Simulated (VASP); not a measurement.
# C (P6_3/mmc) in VASP: further runs

The runs below take C through single point, with PBEsol+D3(BJ).

Everything below comes from runs of VASP 6.6.1. Logs are shortened: lines on timing, memory, paths and dates and some standing lists are left out, and cuts for length are marked.

### Step 1. The cell of the first run

The structure is hexagonal, space group P6_3/mmc (No. 194). Conventional cell: a = 2.458 Å, b = 2.458 Å, c = 6.887 Å, α = 90.00°, β = 90.00°, γ = 120.00°. C (site symmetry -6m2) has 3 C at 1.42 Å within 1.9 Å. C (site symmetry -6m2) has 3 C at 1.42 Å within 1.9 Å.

### Step 2. Single point, PBEsol+D3(BJ) (engineering shear strain xy +0.0000, normal strain along z +0.0467)

The input, INCAR:

```
SYSTEM = C
PREC = Accurate
ENCUT = 520
EDIFF = 1E-6
ISMEAR = 0
SIGMA = 0.15
LREAL = .FALSE.
LASPH = .TRUE.
NELM = 100
ALGO = Normal
ISIF = 2
LWAVE = .FALSE.
LCHARG = .FALSE.
GGA = PS
IVDW = 12
NBANDS = 16
```

The input, KPOINTS:

```
regular mesh
0
G
  18 18 6
  0 0 0
```

The input, POSCAR:

```
C
1.0
    2.4580081300      0.0000000000      0.0000000000
   -1.2290040650      2.1286974833      0.0000000000
    0.0000000000      0.0000000000      6.8873453840
C
4
Direct
    0.0000000000      0.0000000000      0.0025000000
    0.0000000000      0.0000000000      0.5025000000
    0.3333333333      0.6666666667      0.0025000000
    0.6666666667      0.3333333333      0.5025000000
```

Potentials or basis: VASP PAW PBE potentials, release 64 (C).

Started as:

```console
> cat potpaw_PBE.64/C/POTCAR > POTCAR
> mpirun -np 1 vasp_std > vasp.out
```

OUTCAR:

```text
SYSTEM = C
   PREC = Accurate
   ENCUT = 520
   EDIFF = 1E-6
   ISMEAR = 0
   LREAL = .FALSE.
   LASPH = .TRUE.
   NELM = 100
   ISIF = 2
   GGA = PS
   IVDW = 12
 IVDW          = 12

 ion  position               nearest neighbor table
   1  0.000  0.000  0.002-   3 1.42   3 1.42   3 1.42
   2  0.000  0.000  0.502-   4 1.42   4 1.42   4 1.42
   3  0.333  0.667  0.002-   1 1.42   1 1.42   1 1.42
   4  0.667  0.333  0.502-   2 1.42   2 1.42   2 1.42

  LATTYP: Found a hexagonal cell.
 ALAT       =     2.4580081300
 C/A-ratio  =     2.8020026866

  Lattice vectors:

 A1 = (   2.4580081300,   0.0000000000,   0.0000000000)
 A2 = (  -1.2290040650,   2.1286974833,   0.0000000000)
 A3 = (   0.0000000000,   0.0000000000,   6.8873453840)

Analysis of symmetry for initial positions (statically):
=====================================================================
 Subroutine PRICEL returns:
 Original cell was already a primitive cell.

 Routine SETGRP: Setting up the symmetry group for a
 hexagonal supercell.

 Subroutine GETGRP returns: Found 24 space group operations
 (whereof  6 operations were pure point group operations)
 out of a pool of 24 trial point group operations.

The static configuration has the point symmetry C_3v.
 The point group associated with its full space group is D_6h.

Analysis of symmetry for dynamics (positions and initial velocities):
=====================================================================
 Subroutine PRICEL returns:
 Original cell was already a primitive cell.

 Routine SETGRP: Setting up the symmetry group for a
 hexagonal supercell.

 Subroutine GETGRP returns: Found 24 space group operations
 (whereof  6 operations were pure point group operations)
 out of a pool of 24 trial point group operations.

The dynamic configuration has the point symmetry C_3v.
 The point group associated with its full space group is D_6h.

 Subroutine INISYM returns: Found 24 space group operations
 (whereof  6 operations are pure point group operations),
 and found     1 'primitive' translations

----------------------------------------------------------------------------------------

                                     Primitive cell

  volume of cell :      36.0370

  direct lattice vectors                    reciprocal lattice vectors
     2.458008130  0.000000000  0.000000000     0.406833479  0.234885419  0.000000000
    -1.229004065  2.128697483  0.000000000     0.000000000  0.469770838  0.000000000
     0.000000000  0.000000000  6.887345384     0.000000000  0.000000000  0.145193822

  length of vectors
     2.458008130  2.458008130  6.887345384     0.469770838  0.469770838  0.145193822

  position of ions in fractional coordinates (direct lattice)
     0.000000000  0.000000000  0.002500000
     0.000000000  0.000000000  0.502500000
     0.333333333  0.666666667  0.002500000
     0.666666667  0.333333333  0.502500000

  ion indices of the primitive-cell ions
   primitive index   ion index
                 1           1
                 2           2
                 3           3
                 4           4

----------------------------------------------------------------------------------------

 KPOINTS: regular mesh

Automatic generation of k-mesh.
 Grid dimensions read from file:
 generate k-points for:   18   18    6

 Generating k-lattice:

  Cartesian coordinates                     Fractional coordinates (reciprocal lattice)
     0.022601860  0.013049190  0.000000000     0.055555556  0.000000000  0.000000000
     0.000000000  0.026098380  0.000000000     0.000000000  0.055555556  0.000000000
     0.000000000  0.000000000  0.024198970     0.000000000  0.000000000  0.166666667

  Length of vectors
     0.026098380  0.026098380  0.024198970

  Shift w.r.t. Gamma in fractional coordinates (k-lattice)
     0.000000000  0.000000000  0.000000000

 Subroutine IBZKPT returns following result:
 ===========================================

 Found    148 irreducible k-points:

 Following reciprocal coordinates:
            Coordinates               Weight
  0.000000  0.000000  0.000000      1.000000
  0.055556 -0.000000  0.000000      6.000000
  0.111111 -0.000000  0.000000      6.000000
  0.166667 -0.000000  0.000000      6.000000
  0.222222 -0.000000  0.000000      6.000000
  0.277778 -0.000000  0.000000      6.000000
[... 16 lines left out ...]
  0.333333  0.111111  0.000000     12.000000
  0.388889  0.111111  0.000000     12.000000
 [... further k-points ...]
   k-points           NKPTS =    148   k-points in BZ     NKDIM =    148   number of bands    NBANDS=     16
   number of dos      NEDOS =    301   number of ions     NIONS =      4
   total plane-waves  NPLWV =  17496
   dimension x,y,z NGX =    18 NGY =   18 NGZ =   54
   dimension x,y,z NGXF=    36 NGYF=   36 NGZF=  108
   ions per type =               4
   NGX,Y,Z   is equivalent  to a cutoff of  12.17, 12.17, 13.03 a.u.
   NGXF,Y,Z  is equivalent  to a cutoff of  24.35, 24.35, 26.07 a.u.
 SYSTEM =  C
   PREC   = accura    normal or accurate (medium, high low for compatibility)
   ISTART =      0    job   : 0-new  1-cont  2-samecut
   ICHARG =      2    charge: 1-file 2-atom 10-const
   ISPIN  =      1    spin polarized calculation?
   LNONCOLLINEAR =      F non collinear calculations
   LSORBIT =      F    spin-orbit coupling
   LASPH  =      T    aspherical Exc in radial PAW
   ENCUT  =  520.0 eV  38.22 Ry    6.18 a.u.   4.57  4.57 12.81*2*pi/ulx,y,z
   NELM   =    100;   NELMIN=  2; NELMDL= -5     # of ELM steps
   EDIFF  = 0.1E-05   stopping-criterion for ELM
   LREAL  =      F    real-space projection
   EDIFFG = 0.1E-04   stopping-criterion for IOM
   NSW    =      0    number of steps for IOM
   IBRION =     -1    ionic relax: 0-MD 1-quasi-New 2-CG
   NFREE  =      0    steps in history (QN), initial steepest desc. (CG)
   ISIF   =      2    stress and relaxation
   ISYM   =      2    0-nonsym 1-usesym 2-fastsym
   POTIM  = 0.5000    time-step for ionic-motion
   TEBEG  =    0.0;   TEEND  =   0.0 temperature during run
   PSTRESS=    0.0 pullay stress
   NELECT =      16.0000    total number of electrons
   NUPDOWN=      -1.0000    fix difference up-down
   EMIN   =  10.00;   EMAX   =-10.00  energy-range for DOS
   EFERMI =   0.00;   METHOD = LEGACY
   ISMEAR =     0;   SIGMA  =   0.15  broadening in eV -4-tet -1-fermi 0-gaus
   EFERMI_NEDOS =   21; number of points for ismear=-14 and -15
   IALGO  =     38    algorithm
   IMIX   =      4    mixing-type and parameters
     AMIX     =   0.40;   BMIX     =  1.00
     AMIX_MAG =   1.60;   BMIX_MAG =  1.00
  volume/ion in A,a.u.               =       9.01        60.80
  Fermi-wavevector in a.u.,A,eV,Ry     =   1.248912  2.360101 21.222106  1.559781
  Thomas-Fermi vector in A             =   2.382977
   LORBIT       =      0    0 simple, 1 ext, 2 COOP (PROOUT), +10 PAW based schemes
   GGA     = PS    functional components
   LHFCALC =     F    Hartree Fock is set to
   AEXX    =    0.0000 exact exchange contribution
   IVDW    =    12    specifies the selected vdW correction
   LEPSILON=     F    determine dielectric tensor
   LRPA    =     F    only Hartree local field effects (RPA)
 non-spin polarized calculation
 Gauss-broadening in eV      SIGMA  =   0.15
  energy-cutoff  :      520.00
  volume of cell :       36.04
 maximum number of plane-waves:       991
   NGX =  9   NGY =  9   NGZ = 25

 number of electron      15.9999995 magnetization

 Free energy of the ion-electron system (eV)
  ---------------------------------------------------
  ext. energy  EPLUGINS =         0.00000000
  ---------------------------------------------------
  free energy    TOTEN  =       -38.57564326 eV

  energy without entropy =      -38.57442059  energy(sigma->0) =      -38.57503193

 E-fermi :   4.4193     XC(G=0): -10.3816

 val. band max:        4.4165300483   @ k =   0.3333   0.3333   0.5000
 cond. band min:       4.4262378049   @ k =   0.3333   0.3333   0.3333
 fundamental gap:      0.0097077565
 Fermi energy:         4.4192787776

 k-point     1 :       0.0000    0.0000    0.0000
  band No.  band energies     occupation
      1     -15.2366      2.00000
      2     -14.9852      2.00000
      3      -4.1023      2.00000
      4      -2.3409      2.00000
      5       1.4438      2.00000
      6       1.4438      2.00000
[... 8 lines left out ...]
     15      15.9283      0.00000
     16      16.1027      0.00000

 k-point     2 :       0.0556   -0.0000    0.0000
  band No.  band energies     occupation
      1     -15.1625      2.00000
      2     -14.9123      2.00000
      3      -4.0120      2.00000
      4      -2.2558      2.00000
      5       1.1422      2.00000
      6       1.1622      2.00000
[... 8 lines left out ...]
     15      15.6622      0.00000
     16      15.8513      0.00000

 k-point     3 :       0.1111   -0.0000    0.0000
  band No.  band energies     occupation
      1     -14.9408      2.00000
      2     -14.6942      2.00000
      3      -3.7420      2.00000
      4      -2.0019      2.00000
      5       0.3146      2.00000
      6       0.3483      2.00000
[... 8 lines left out ...]
     15      14.9042      0.00000
     16      15.1436      0.00000

 k-point     4 :       0.1667   -0.0000    0.0000
  band No.  band energies     occupation
      1     -14.5726      2.00000
      2     -14.3316      2.00000
      3      -3.2950      2.00000
      4      -1.5830      2.00000
      5      -0.8738      2.00000
      6      -0.8227      2.00000
[... 8 lines left out ...]
     15      15.3502      0.00000
     16      15.3893      0.00000

 k-point     5 :       0.2222   -0.0000    0.0000
  band No.  band energies     occupation
      1     -14.0595      2.00000
      2     -13.8268      2.00000
      3      -2.6760      2.00000
      4      -2.2651      2.00000
      5      -2.1950      2.00000
      6      -1.0067      2.00000
[... 8 lines left out ...]
     15      17.0159      0.00000
     16      17.0534      0.00000

 k-point     6 :       0.2778   -0.0000    0.0000
  band No.  band energies     occupation
      1     -13.4048      2.00000
      2     -13.1822      2.00000
      3      -3.7439      2.00000
      4      -3.6541      2.00000
      5      -1.8944      2.00000
      6      -0.8820      2.00000
[... 8 lines left out ...]
     15      18.8745      0.00000
     16      18.9097      0.00000
[... 267 lines left out ...]
 k-point    21 :       0.2222    0.1111    0.0000
  band No.  band energies     occupation
      1     -13.1885      2.00000
      2     -12.9692      2.00000
      3      -3.7271      2.00000
      4      -3.6489      2.00000
      5      -1.7187      2.00000
      6      -1.6710      2.00000
[... 8 lines left out ...]
     15      17.0763      0.00000
     16      17.4270      0.00000

 k-point    22 :       0.2778    0.1111    0.0000
  band No.  band energies     occupation
      1     -12.4002      2.00000
      2     -12.1931      2.00000
      3      -5.1341      2.00000
      4      -5.0326      2.00000
      5      -2.2358      2.00000
      6      -2.1806      2.00000
[... 8 lines left out ...]
     15      18.0722      0.00000
     16      18.9829      0.00000

 k-point    23 :       0.3333    0.1111    0.0000
  band No.  band energies     occupation
      1     -11.4855      2.00000
      2     -11.2927      2.00000
      3      -6.5298      2.00000
      4      -6.4085      2.00000
      5      -2.6101      2.00000
      6      -2.5508      2.00000
[... 8 lines left out ...]
     15      18.0705      0.00000
     16      18.9500      0.00000

 k-point    24 :       0.3889    0.1111    0.0000
  band No.  band energies     occupation
      1     -10.4699      2.00000
      2     -10.2975      2.00000
      3      -7.8426      2.00000
      4      -7.7085      2.00000
      5      -2.8368      2.00000
      6      -2.7755      2.00000
[... 8 lines left out ...]
     15      17.2214      0.00000
     16      18.3048      0.00000

 [... further k-points ...]

------------------------ aborting loop because EDIFF is reached ----------------------------------------

 Edisp (eV)   -0.42933

 E8    (eV) :    -0.2087

  FORCE on cell =-STRESS in cart. coord.  units (eV):
  Direction    XX          YY          ZZ          XY          YZ          ZX
  --------------------------------------------------------------------------------------
  -------------------------------------------------------------------------------------
  Total       0.27858     0.27858    -0.30478    -0.00000    -0.00000    -0.00000
  in kB      12.38536    12.38536   -13.55009    -0.00000    -0.00000    -0.00000
  external pressure =        3.74 kB  Pullay stress =        0.00 kB

 VOLUME and BASIS-vectors are now :
 -----------------------------------------------------------------------------
  energy-cutoff  :      520.00
  volume of cell :       36.04
      direct lattice vectors                 reciprocal lattice vectors
     2.458008130  0.000000000  0.000000000     0.406833479  0.234885419  0.000000000
    -1.229004065  2.128697483  0.000000000     0.000000000  0.469770838  0.000000000
     0.000000000  0.000000000  6.887345384     0.000000000  0.000000000  0.145193822

 POSITION                                       TOTAL-FORCE (eV/Angst)
 -----------------------------------------------------------------------------------
      0.00000      0.00000      0.01722        -0.000000     -0.000000     -0.000000
      0.00000      0.00000      3.46089         0.000000      0.000000      0.000000
     -0.00000      1.41913      0.01722         0.000000     -0.000000      0.000000
      1.22900      0.70957      3.46089        -0.000000      0.000000      0.000000
 -----------------------------------------------------------------------------------
    total drift:                                0.000000      0.000000      0.000037

  FREE ENERGIE OF THE ION-ELECTRON SYSTEM (eV)
  ---------------------------------------------------
  free  energy   TOTEN  =       -39.0049698409 eV

  energy  without entropy=      -39.0037471688  energy(sigma->0) =      -39.00435850
```

Run time: 30 s. Hardware: 1 thread of Intel Xeon 6975P-C (Granite Rapids), shared host; peak memory 0.19 GiB.

Results:

```
Free energy                : -39.0050 eV
Pressure                   : 0.4 GPa
Band gap on the k mesh     : zero (band 8 reaches 4.43 eV, above the bottom of band 9 at 4.41 eV)
Dispersion energy per atom : -0.107 eV
```

Stress tensor (GPa, compression positive):
```
 1.24  0.00  0.00
 0.00  1.24  0.00
 0.00  0.00 -1.36
```

Levels at points of the mesh, in eV from the Fermi level:
| k point | band 5 | band 6 | band 7 | band 8 | band 9 | band 10 | band 11 | band 12 |
| --- | --- | --- | --- | --- | --- | --- | --- | --- |
| (0.00, 0.00, 0.00) | -2.98 | -2.98 | -2.96 | -2.96 | 3.82 | 8.36 | 8.36 | 8.40 |
| (0.50, 0.00, 0.00) | -6.42 | -6.37 | -2.73 | -2.12 | 1.47 | 2.11 | 7.30 | 7.63 |
| (0.00, 0.00, 0.50) | -2.97 | -2.97 | -2.97 | -2.97 | 6.28 | 6.28 | 8.38 | 8.38 |
| (0.50, 0.00, 0.50) | -6.39 | -6.39 | -2.38 | -2.38 | 1.63 | 1.63 | 7.46 | 7.46 |

Caveat: the cell differs from its parent crystal (engineering shear strain xy +0.0000, normal strain along z +0.0467); the PAW data sets were made with another functional, which shifts forces and pressure a little.

### Step 3. Single point, PBEsol+D3(BJ) (engineering shear strain xy +0.0000, normal strain along z +0.0700)

The input, INCAR:

```
PREC = Accurate
ENCUT = 520
EDIFF = 1E-6
ISMEAR = 0
SIGMA = 0.15
LREAL = False
LASPH = True
NELM = 100
ALGO = Normal
ISIF = 2
LWAVE = False
LCHARG = True
GGA = PS
IVDW = 12
LELF = True
LVHAR = True
NBANDS = 16
```

The input, KPOINTS:

```
Automatic mesh
0
Gamma
  18 18 6
```

POSCAR: that of step 2 with these lines changed.

```diff
@@ -4,3 +4,3 @@
    -1.2290040650      2.1286974833      0.0000000000
-    0.0000000000      0.0000000000      6.8873453840
+    0.0000000000      0.0000000000      7.0406607059
 C
```

Potentials or basis: VASP PAW PBE potentials, release 64 (C).

Started as:

```console
> cat potpaw_PBE.64/C/POTCAR > POTCAR
> mpirun -np 1 vasp_std > vasp.out
```

Wall time 31 s (1 thread of Intel Xeon 6975P-C (Granite Rapids), shared host); peak memory 0.19 GiB.

It converged, with:

```
Free energy                : -38.9979 eV
Pressure                   : 0.3 GPa
Band gap on the k mesh     : zero (band 8 reaches 4.24 eV, above the bottom of band 9 at 4.23 eV)
Dispersion energy per atom : -0.105 eV
```

Stress tensor (GPa, compression positive):
```
 1.24  0.00  0.00
 0.00  1.24  0.00
 0.00  0.00 -1.68
```

Levels at points of the mesh, in eV from the Fermi level:
```tsv
k point	band 6	band 7	band 8	band 9	band 10	band 11
(0.00, 0.00, 0.00)	-2.98	-2.97	-2.97	3.68	8.36	8.36
(0.50, 0.00, 0.00)	-6.38	-2.68	-2.15	1.47	2.05	7.32
(0.00, 0.00, 0.50)	-2.98	-2.98	-2.98	5.98	5.98	8.37
(0.50, 0.00, 0.50)	-6.40	-2.38	-2.38	1.63	1.63	7.46
```

Caveat: the cell differs from its parent crystal (engineering shear strain xy +0.0000, normal strain along z +0.0700); the PAW data sets were made with another functional, which shifts forces and pressure a little.

### Step 4. Single point, PBEsol+D3(BJ) (engineering shear strain xy +0.0000, normal strain along z -0.0700)

The input, INCAR:

```
ALGO = Normal
EDIFF = 1E-7
ENCUT = 520
GGA = PS
ISIF = 2
ISMEAR = 0
IVDW = 12
LASPH = T
LCHARG = T
LELF = T
LREAL = F
LVHAR = T
LWAVE = F
NBANDS = 16
NELM = 80
PREC = Accurate
SIGMA = 0.15
```

The input, KPOINTS:

```
k-points
0
Gamma
  18 18 6
```

The input, POSCAR:

```
C
1.0
    2.4580081303      0.0000000000      0.0000000000
   -1.2290040652      2.1286974836      0.0000000000
    0.0000000000      0.0000000000      6.1194527675
C
4
Direct
    0.0000000000      0.0000000000      0.0025000000
    0.0000000000      0.0000000000      0.5025000000
    0.3333333333      0.6666666667      0.0025000000
    0.6666666667      0.3333333333      0.5025000000
```

Started as:

```console
> cat potpaw_PBE.64/C/POTCAR > POTCAR
> mpirun -np 1 vasp_std > vasp.out
```

Wall time 50 s (1 thread of Intel Xeon 6975P-C, shared host); peak memory 0.19 GiB.

Results (log left out):

```
Free energy                : -38.9856 eV
Pressure                   : 2.1 GPa
Band gap on the k mesh     : zero (band 8 reaches 5.49 eV, above the bottom of band 9 at 5.41 eV)
Dispersion energy per atom : -0.120 eV
```

Stress tensor (GPa, compression positive):
```
1.10 0.00 0.00
0.00 1.10 0.00
0.00 0.00 3.97
```

Levels at points of the mesh, in eV from the Fermi level:
```csv
k point,band 4,band 5,band 6,band 7,band 8,band 9,band 10,band 11,band 12,band 13
"(0.00, 0.00, 0.00)",-5.93,-2.93,-2.93,-2.88,-2.88,5.00,8.38,8.38,8.49,8.49
"(0.50, 0.00, 0.00)",-13.10,-6.40,-6.27,-3.08,-2.00,1.63,2.54,7.13,7.90,11.71
"(0.00, 0.00, 0.50)",-7.68,-2.91,-2.91,-2.91,-2.91,8.43,8.43,8.43,8.43,8.48
"(0.50, 0.00, 0.50)",-13.22,-6.33,-6.33,-2.35,-2.35,1.63,1.63,7.50,7.50,13.11
```

Caveat: the cell differs from its parent crystal (engineering shear strain xy +0.0000, normal strain along z -0.0700); the PAW data sets were made with another functional, which shifts forces and pressure a little.

(Continued in part 2 of 2.)
